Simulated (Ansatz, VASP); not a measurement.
## Two plane-wave programs on BaTiO3

Contents of INCAR:

```
PREC = Accurate ; ENCUT = 520
EDIFF = 1E-7 ; ISMEAR = 0
SIGMA = 0.05 ; LREAL = False
LASPH = True ; NELM = 100
ALGO = Normal ; ISIF = 2
LWAVE = False ; LCHARG = False
GGA = PE ; NBANDS = 28
```

Contents of KPOINTS:

```
Automatic mesh
0
Gamma
  8 8 8
```

Contents of POSCAR:

```
BaTiO3
1.0
    4.0192501416      0.0000000000      0.0000000000
    0.0000000000      4.0192501416      0.0000000000
    0.0000000000      0.0000000000      3.7780951331
Ba Ti O
1 1 3
Direct
    0.5000000000      0.5000000000      0.5000000000
    0.0000000000      0.0000000000      0.0000000000
    0.5000000000      0.0000000000      0.0000000000
    0.0000000000      0.5000000000      0.0000000000
    0.0000000000      0.0000000000      0.5000000000
```

Input for Ansatz:

```yaml
crystal:
  lattice:
    - [4.0192501416, 0.0, 0.0]
    - [0.0, 4.0192501416, 0.0]
    - [0.0, 0.0, 3.7780951331]
  atoms:
    - { symbol: Ba, position: [0.5, 0.5, 0.5] }
    - { symbol: Ti, position: [0.0, 0.0, 0.0] }
    - { symbol: O, position: [0.5, 0.0, 0.0] }
    - { symbol: O, position: [0.0, 0.5, 0.0] }
    - { symbol: O, position: [0.0, 0.0, 0.5] }
basis:
  ecutwfc: 420
kpoints:
  mp_grid: { grid: [8, 8, 8] }
hamiltonian:
  xc: pbe
scf:
  occupations: { method: gaussian, width: 0.05 }
output:
  forces: true
  stress: true
  eigenvalues: true
```

Change from the starting cell: strain -0.0600 x Voigt [0, 0, 1, 0, 0, 0], atoms carried along.

Alike in both runs: task single point; functional PBE; k mesh 8 × 8 × 8; occupations gaussian, width 0.05 eV; no spin polarisation.

|  | VASP | Ansatz |
| --- | --- | --- |
| version | VASP 6.6.1 | Ansatz 0.2.0 |
| potentials or method | VASP PAW PBE potentials, release 64 (Ba_sv, Ti_sv, O), cutoff 520 eV | scalar-relativistic, plane waves, PAW |
| valence electrons in the cell | 40 | 40 |

Ansatz gave:

```
gap on the k mesh at the Fermi level (eV)                     : 1.76
least direct gap on the mesh (eV)                             : 1.83
pressure (GPa)                                                : 12.6
traceless stress, the component that is largest in VASP (GPa) : 10.72
```

Problem. Estimate VASP's values.

Solution. gap on the k mesh at the Fermi level (eV): 1.69; least direct gap on the mesh (eV): 1.79; pressure (GPa): 14.8; traceless stress, the component that is largest in VASP (GPa): 11.02.

With one functional, cell and mesh, what is left measures potentials, basis and numerics.

Spin-orbit coupling is off throughout.
